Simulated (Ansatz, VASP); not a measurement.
**One calculation of PbS, two programs**

Contents of POSCAR:

```
PbS
1.0
    0.0000000000      2.9872326701      2.9872326701
    2.9872326701      0.0000000000      2.9872326701
    2.9872326701      2.9872326701      0.0000000000
Pb S
1 1
Direct
    0.0000000000      0.0000000000      0.0000000000
    0.5000000000      0.5000000000      0.5000000000
```

INCAR.step1

```
SYSTEM = PbS
ALGO = Normal
EDIFF = 1E-4
ENCUT = 520
GGA = PE
ISMEAR = 0
LASPH = .TRUE.
LCHARG = .FALSE.
LREAL = .FALSE.
LWAVE = .TRUE.
NBANDS = 17
NELM = 100
PREC = Accurate
SIGMA = 0.01
```

The input INCAR.step2:

```
SYSTEM = PbS
ALGO = Normal
EDIFF = 1E-6
ENCUT = 520
ISIF = 2
ISMEAR = 0
ISTART = 1
LASPH = .TRUE.
LCHARG = .FALSE.
LMIXTAU = .TRUE.
LREAL = .FALSE.
LWAVE = .FALSE.
METAGGA = R2SCAN
NBANDS = 17
NELM = 100
PREC = Accurate
SIGMA = 0.01
```

File KPOINTS:

```
k-points
0
G
  8 8 8
  0 0 0
```

Input for Ansatz:

```yaml
crystal:
  lattice:
    - [0.0, 2.9872326701, 2.9872326701]
    - [2.9872326701, 0.0, 2.9872326701]
    - [2.9872326701, 2.9872326701, 0.0]
  atoms:
    - { symbol: Pb, position: [0.0, 0.0, 0.0] }
    - { symbol: S, position: [0.5, 0.5, 0.5] }
kpoints:
  mp_grid: { grid: [8, 8, 8] }
  band_path:
    path:
      - [0.0, 0.0, 0.0]
      - [0.5, 0.0, 0.5]
      - [0.625, 0.25, 0.625]
      - [0.375, 0.375, 0.75]
      - [0.5, 0.5, 0.5]
      - [0.5, 0.25, 0.75]
      - [0.0, 0.0, 0.5]
    npoints: 1
hamiltonian:
  xc: r2scan
scf:
  occupations: { method: fixed }
  n_extra_bands: 4
output:
  forces: true
  stress: true
  eigenvalues: true
```

Alike in both runs: task single point; functional r2SCAN; k mesh 8 × 8 × 8; no spin polarisation.

```csv
,VASP,Ansatz
version,VASP 6.6.1,Ansatz 0.2.0
potentials or method,"VASP PAW PBE potentials, release 64 (Pb_d, S)","plane waves, PAW"
plane-wave cutoff (eV),520,500
occupations,"gaussian, width 0.01 eV",fixed
valence electrons in the cell,20,20
```

Ansatz gave:

| Quantity | Value |
| --- | --- |
| gap on the k mesh at the Fermi level (eV) | 0.69 |
| pressure (GPa) | 0.0 |

Estimate VASP's values.

gap on the k mesh at the Fermi level (eV): 0.70; pressure (GPa): 0.0.

VASP's potentials were made for PBE, not for r2SCAN.

Neither program's run includes spin-orbit coupling.
